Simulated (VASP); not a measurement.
# TiAl (P3m1) in VASP: single point with r2SCAN

Aim: the single point of TiAl with r2SCAN.

Everything below comes from runs of VASP 6.6.1. Logs are shortened: lines on timing, memory, paths and dates and some standing lists are left out, and cuts for length are marked.

## Step 1: The cell of the first run

It takes space group P3m1 (No. 156, trigonal). Conventional cell: a = 2.867 Å, b = 2.867 Å, c = 4.678 Å, α = 90.00°, β = 90.00°, γ = 120.00°. Ti (site symmetry 3m) has 6 Al at 2.82 to 2.91 Å and 6 Ti at 2.87 Å within 3.7 Å. Al (site symmetry 3m) has 6 Ti at 2.82 to 2.91 Å and 6 Al at 2.87 Å within 3.7 Å.

## Step 2: Single point, r2SCAN (all Ti atoms moved +0.050 Å, as atom 1 along Cartesian [0 0 1])

Input file POSCAR:

```
TiAl
1.0
    2.8672622327      0.0000000000      0.0000000000
   -1.4336311163      2.4831219328      0.0000000000
    0.0000000000      0.0000000000      4.6780830000
Ti Al
1 1
Direct
    0.0000000000      0.0000000000      0.0106881387
    0.3333333333      0.6666666667      0.5000000000
```

Input file INCAR.step1:

```
PREC = Accurate
ENCUT = 520
ISMEAR = 0
SIGMA = 0.15
LREAL = False
LASPH = True
NELM = 100
NBANDS = 14
GGA = PE
ALGO = Normal
EDIFF = 1E-4
LWAVE = True
LCHARG = False
```

Input file INCAR.step2:

```
PREC = Accurate
ENCUT = 520
EDIFF = 1E-7
ISMEAR = 0
SIGMA = 0.15
LREAL = False
LASPH = True
NELM = 100
ALGO = Normal
ISIF = 2
LWAVE = False
LCHARG = False
METAGGA = R2SCAN
LMIXTAU = True
NBANDS = 14
ISTART = 1
```

Input file KPOINTS:

```
Automatic mesh
0
Gamma
  21 21 10
```

Potentials or basis: VASP PAW PBE potentials, release 64 (Ti_sv, Al).

Started as:

```
$ cat potpaw_PBE.64/Ti_sv/POTCAR potpaw_PBE.64/Al/POTCAR > POTCAR
$ cp INCAR.step1 INCAR
$ mpirun -np 1 vasp_std > vasp.out
$ cp INCAR.step2 INCAR
$ mpirun -np 1 vasp_std > vasp.out
```

OUTCAR:

```text
PREC = Accurate
   ENCUT = 520
   EDIFF = 1E-7
   ISMEAR = 0
   LREAL = False
   LASPH = True
   NELM = 100
   ISIF = 2
   METAGGA = R2SCAN
   ISTART = 1

 ion  position               nearest neighbor table
   1  0.000  0.000  0.011-   2 2.82   2 2.82   2 2.82   2 2.91   2 2.91   2 2.91
   2  0.333  0.667  0.500-   1 2.82   1 2.82   1 2.82   1 2.91   1 2.91   1 2.91

  LATTYP: Found a hexagonal cell.
 ALAT       =     2.8672622327
 C/A-ratio  =     1.6315504549

  Lattice vectors:

 A1 = (   2.8672622327,   0.0000000000,   0.0000000000)
 A2 = (  -1.4336311163,   2.4831219328,   0.0000000000)
 A3 = (   0.0000000000,   0.0000000000,   4.6780830000)

Analysis of symmetry for initial positions (statically):
=====================================================================
 Subroutine PRICEL returns:
 Original cell was already a primitive cell.

 Routine SETGRP: Setting up the symmetry group for a
 hexagonal supercell.

 Subroutine GETGRP returns: Found  6 space group operations
 (whereof  6 operations were pure point group operations)
 out of a pool of 24 trial point group operations.

The static configuration has the point symmetry C_3v.

Analysis of symmetry for dynamics (positions and initial velocities):
=====================================================================
 Subroutine PRICEL returns:
 Original cell was already a primitive cell.

 Routine SETGRP: Setting up the symmetry group for a
 hexagonal supercell.

 Subroutine GETGRP returns: Found  6 space group operations
 (whereof  6 operations were pure point group operations)
 out of a pool of 24 trial point group operations.

The dynamic configuration has the point symmetry C_3v.

 Subroutine INISYM returns: Found  6 space group operations
 (whereof  6 operations are pure point group operations),
 and found     1 'primitive' translations

----------------------------------------------------------------------------------------

                                     Primitive cell

  volume of cell :      33.3068

  direct lattice vectors                    reciprocal lattice vectors
     2.867262233  0.000000000  0.000000000     0.348764751  0.201359423  0.000000000
    -1.433631116  2.483121933  0.000000000     0.000000000  0.402718846  0.000000000
     0.000000000  0.000000000  4.678083000     0.000000000  0.000000000  0.213762774

  length of vectors
     2.867262233  2.867262233  4.678083000     0.402718846  0.402718846  0.213762774

  position of ions in fractional coordinates (direct lattice)
     0.000000000  0.000000000  0.010688139
     0.333333333  0.666666667  0.500000000

  ion indices of the primitive-cell ions
   primitive index   ion index
                 1           1
                 2           2

----------------------------------------------------------------------------------------

 KPOINTS: Automatic mesh

Automatic generation of k-mesh.
 Grid dimensions read from file:
 generate k-points for:   21   21   10

 Generating k-lattice:

  Cartesian coordinates                     Fractional coordinates (reciprocal lattice)
     0.016607845  0.009588544  0.000000000     0.047619048  0.000000000  0.000000000
     0.000000000  0.019177088  0.000000000     0.000000000  0.047619048  0.000000000
     0.000000000  0.000000000  0.021376277     0.000000000  0.000000000  0.100000000

  Length of vectors
     0.019177088  0.019177088  0.021376277

  Shift w.r.t. Gamma in fractional coordinates (k-lattice)
     0.000000000  0.000000000  0.000000000

 Subroutine IBZKPT returns following result:
 ===========================================

 Found    436 irreducible k-points:

 Following reciprocal coordinates:
            Coordinates               Weight
  0.000000  0.000000  0.000000      1.000000
  0.047619  0.000000  0.000000      6.000000
  0.095238 -0.000000  0.000000      6.000000
  0.142857 -0.000000  0.000000      6.000000
  0.190476 -0.000000  0.000000      6.000000
  0.238095 -0.000000  0.000000      6.000000
[... 16 lines left out ...]
  0.142857  0.095238  0.000000     12.000000
  0.190476  0.095238  0.000000     12.000000
 [... further k-points ...]
   k-points           NKPTS =    436   k-points in BZ     NKDIM =    436   number of bands    NBANDS=     14
   number of dos      NEDOS =    301   number of ions     NIONS =      2
   total plane-waves  NPLWV =  20736
   dimension x,y,z NGX =    24 NGY =   24 NGZ =   36
   dimension x,y,z NGXF=    48 NGYF=   48 NGZF=   72
   ions per type =               1   1
   NGX,Y,Z   is equivalent  to a cutoff of  13.92, 13.92, 12.79 a.u.
   NGXF,Y,Z  is equivalent  to a cutoff of  27.83, 27.83, 25.59 a.u.
 SYSTEM =  unknown system
   PREC   = accura    normal or accurate (medium, high low for compatibility)
   ISTART =      1    job   : 0-new  1-cont  2-samecut
   ICHARG =      0    charge: 1-file 2-atom 10-const
   ISPIN  =      1    spin polarized calculation?
   LNONCOLLINEAR =      F non collinear calculations
   LSORBIT =      F    spin-orbit coupling
   LASPH  =      T    aspherical Exc in radial PAW
   ENCUT  =  520.0 eV  38.22 Ry    6.18 a.u.   5.33  5.33  8.70*2*pi/ulx,y,z
   NELM   =    100;   NELMIN=  2; NELMDL=  0     # of ELM steps
   EDIFF  = 0.1E-06   stopping-criterion for ELM
   LREAL  =      F    real-space projection
   EDIFFG = 0.1E-05   stopping-criterion for IOM
   NSW    =      0    number of steps for IOM
   IBRION =     -1    ionic relax: 0-MD 1-quasi-New 2-CG
   NFREE  =      0    steps in history (QN), initial steepest desc. (CG)
   ISIF   =      2    stress and relaxation
   ISYM   =      2    0-nonsym 1-usesym 2-fastsym
   POTIM  = 0.5000    time-step for ionic-motion
   TEBEG  =    0.0;   TEEND  =   0.0 temperature during run
   PSTRESS=    0.0 pullay stress
   NELECT =      15.0000    total number of electrons
   NUPDOWN=      -1.0000    fix difference up-down
   EMIN   =  10.00;   EMAX   =-10.00  energy-range for DOS
   EFERMI =   0.00;   METHOD = LEGACY
   ISMEAR =     0;   SIGMA  =   0.15  broadening in eV -4-tet -1-fermi 0-gaus
   EFERMI_NEDOS =   21; number of points for ismear=-14 and -15
   IALGO  =     38    algorithm
   IMIX   =      4    mixing-type and parameters
     AMIX     =   0.40;   BMIX     =  1.00
     AMIX_MAG =   1.60;   BMIX_MAG =  1.00
  volume/ion in A,a.u.               =      16.65       112.38
  Fermi-wavevector in a.u.,A,eV,Ry     =   1.254857  2.371335 21.424622  1.574665
  Thomas-Fermi vector in A             =   2.388641
   LORBIT       =      0    0 simple, 1 ext, 2 COOP (PROOUT), +10 PAW based schemes
   METAGGA = R2SCAN    functional components
   LHFCALC =     F    Hartree Fock is set to
   AEXX    =    0.0000 exact exchange contribution
   IVDW    =     0    specifies the selected vdW correction
   LEPSILON=     F    determine dielectric tensor
   LRPA    =     F    only Hartree local field effects (RPA)
 non-spin polarized calculation
 Gauss-broadening in eV      SIGMA  =   0.15
  energy-cutoff  :      520.00
  volume of cell :       33.31
 maximum number of plane-waves:       917
 NGX is ok and might be reduce to    24
   NGX = 11   NGY = 11   NGZ = 17

 number of electron      15.0000002 magnetization

 Free energy of the ion-electron system (eV)
  ---------------------------------------------------
  ext. energy  EPLUGINS =         0.00000000
  ---------------------------------------------------
  free energy    TOTEN  =       -20.23706387 eV

  energy without entropy =      -20.21140207  energy(sigma->0) =      -20.22423297

 E-fermi :   7.8428     XC(G=0): -11.7463

 val. band max:        7.8427131482   @ k =   0.1905   0.1429   0.0000
 cond. band min:       7.8445691997   @ k =   0.3333  -0.0000   0.2000
 fundamental gap:      0.0018560515
 Fermi energy:         7.8427616615

 k-point     1 :       0.0000    0.0000    0.0000
  band No.  band energies     occupation
      1     -51.0172      2.00000
      2     -26.2936      2.00000
      3     -25.8616      2.00000
      4     -25.8615      2.00000
      5      -1.6163      2.00000
      6       5.3978      2.00000
      7       5.7600      2.00000
      8       9.2734      0.00000
      9       9.2734      0.00000
     10      10.9053      0.00000
     11      10.9053      0.00000
     12      12.0497      0.00000
     13      21.5041      0.00000
     14      21.5041      0.00000

 k-point     2 :       0.0476    0.0000    0.0000
  band No.  band energies     occupation
      1     -51.0150      2.00000
      2     -26.2914      2.00000
      3     -25.8754      2.00000
      4     -25.8647      2.00000
      5      -1.5565      2.00000
      6       5.4608      2.00000
      7       5.7730      2.00000
      8       9.2133      0.00000
      9       9.3212      0.00000
     10      10.8888      0.00000
     11      10.9144      0.00000
     12      12.0638      0.00000
     13      20.4215      0.00000
     14      20.8907      0.00000

 k-point     3 :       0.0952   -0.0000    0.0000
  band No.  band energies     occupation
      1     -51.0085      2.00000
      2     -26.2850      2.00000
      3     -25.9155      2.00000
      4     -25.8736      2.00000
      5      -1.3779      2.00000
      6       5.6404      2.00000
      7       5.8146      2.00000
      8       9.0446      0.00000
      9       9.4626      0.00000
     10      10.8409      0.00000
     11      10.9432      0.00000
     12      12.1040      0.00000
     13      18.7556      0.00000
     14      20.0541      0.00000
[... 324 lines left out ...]
 k-point    23 :       0.1429    0.0952    0.0000
  band No.  band energies     occupation
      1     -50.9803      2.00000
      2     -26.2573      2.00000
      3     -26.0809      2.00000
      4     -25.9205      2.00000
      5      -0.4999      2.00000
      6       5.9526      2.00000
      7       6.4669      2.00000
      8       8.3687      0.00000
      9      10.1416      0.00000
     10      10.5496      0.00000
     11      11.2015      0.00000
     12      12.2654      0.00000
     13      15.5441      0.00000
     14      16.7249      0.00000

 k-point    24 :       0.1905    0.0952    0.0000
  band No.  band energies     occupation
      1     -50.9664      2.00000
      2     -26.2436      2.00000
      3     -26.1602      2.00000
      4     -25.9445      2.00000
      5       0.0158      2.00000
      6       6.0384      2.00000
      7       6.8085      2.00000
      8       8.1005      0.01510
      9      10.3882      0.00000
     10      10.4790      0.00000
     11      11.3818      0.00000
     12      12.3192      0.00000
     13      14.2391      0.00000
     14      16.1218      0.00000

 [... further k-points ...]

------------------------ aborting loop because EDIFF is reached ----------------------------------------

  FORCE on cell =-STRESS in cart. coord.  units (eV):
  Direction    XX          YY          ZZ          XY          YZ          ZX
  --------------------------------------------------------------------------------------
  -------------------------------------------------------------------------------------
  Total       -0.0680953     -0.0680953     -0.4054912     -0.0000000      0.0000000      0.0000000
  in kB       -3.2756254     -3.2756254    -19.5055709     -0.0000000      0.0000000      0.0000000
  external PRESSURE =      -8.6856072 kB  Pullay stress =       0.0000000 kB

 VOLUME and BASIS-vectors are now :
 -----------------------------------------------------------------------------
  energy-cutoff  :      520.00
  volume of cell :       33.31
      direct lattice vectors                 reciprocal lattice vectors
     2.867262233  0.000000000  0.000000000     0.348764751  0.201359423  0.000000000
    -1.433631116  2.483121933  0.000000000     0.000000000  0.402718846  0.000000000
     0.000000000  0.000000000  4.678083000     0.000000000  0.000000000  0.213762774

 POSITION                                       TOTAL-FORCE (eV/Angst)
 -----------------------------------------------------------------------------------
      0.00000      0.00000      0.05000        -0.000000      0.000000     -0.370170
     -0.00000      1.65541      2.33904         0.000000      0.000000      0.370170
 -----------------------------------------------------------------------------------
    total drift:                               -0.000001      0.000001     -0.000562

  FREE ENERGIE OF THE ION-ELECTRON SYSTEM (eV)
  ---------------------------------------------------
  free  energy   TOTEN  =       -20.2370638659 eV

  energy  without entropy=      -20.2114020740  energy(sigma->0) =      -20.22423297
```

Wall time 6.6 min (1 thread of Intel Xeon Platinum 8488C (Sapphire Rapids), shared host); peak memory 0.33 GiB.

Results:

```
Free energy            : -20.2371 eV
Pressure               : -0.9 GPa
Largest force          : 0.370 eV/Å
Band gap on the k mesh : zero (an odd number of electrons rules out a gap without spin polarisation)
```

Forces in eV/Å, atoms in the order of the input:
```
Ti   0.000  0.000 -0.370
Al   0.000  0.000  0.370
```

Stress tensor (GPa, compression positive):
```
-0.33  0.00  0.00
 0.00 -0.33  0.00
 0.00  0.00 -1.95
```

Levels at points of the mesh, in eV from the Fermi level:
| k point | band 6 | band 7 | band 8 | band 9 | band 10 | band 11 |
| --- | --- | --- | --- | --- | --- | --- |
| (0.00, 0.00, 0.00) | -2.44 | -2.08 | 1.43 | 1.43 | 3.06 | 3.06 |
| (0.00, 0.00, 0.50) | -5.63 | -0.44 | 1.44 | 1.44 | 2.98 | 2.98 |

Caveat: the cell differs from its parent crystal (all Ti atoms moved +0.050 Å, as atom 1 along Cartesian [0 0 1]); the PAW data sets were made with another functional, which shifts forces and pressure a little.
